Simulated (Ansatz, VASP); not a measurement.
One calculation of Na, two programs

```
Na
1.0
    -2.11750    2.11750    2.11750
     2.11750   -2.11750    2.11750
     2.11750    2.11750   -2.11750
Na
1
Direct
  0.00000 0.00000 0.00000
```

Alike in both runs: task relaxation of cell and atoms; functional r2SCAN; k mesh 14 × 14 × 14; occupations gaussian, width 0.1 eV; no spin polarisation.

```csv
,VASP,Ansatz
version,VASP 6.6.1,Ansatz 0.2.0
potentials or method,"VASP PAW PBE potentials, release 64 (Na_pv), cutoff 600 eV","scalar-relativistic, plane waves, PAW"
valence electrons in the cell,7,9
```

Ansatz gave:

| Item | Value |
| --- | --- |
| gap on the k mesh at the Fermi level, each at its own relaxed structure (eV) | none |
| relaxed volume (Å³/atom) | 37.68 |
| relaxed cell length with the largest relative difference (Å) | 3.658 |

Q: Estimate VASP's values.

A: gap on the k mesh at the Fermi level, each at its own relaxed structure (eV): none; relaxed volume (Å³/atom): 37.98; relaxed cell length with the largest relative difference (Å): 3.668.

VASP's potentials were made for PBE, not for r2SCAN. A gap of «none» marks a metal or a gap that the smearing closes. VASP's potentials hold 7 valence electrons a cell and Ansatz's 9, so a difference there can come from the potentials and not from the codes.

Noted on VASP's run: the relaxation stopped at its first step, so nothing moved.
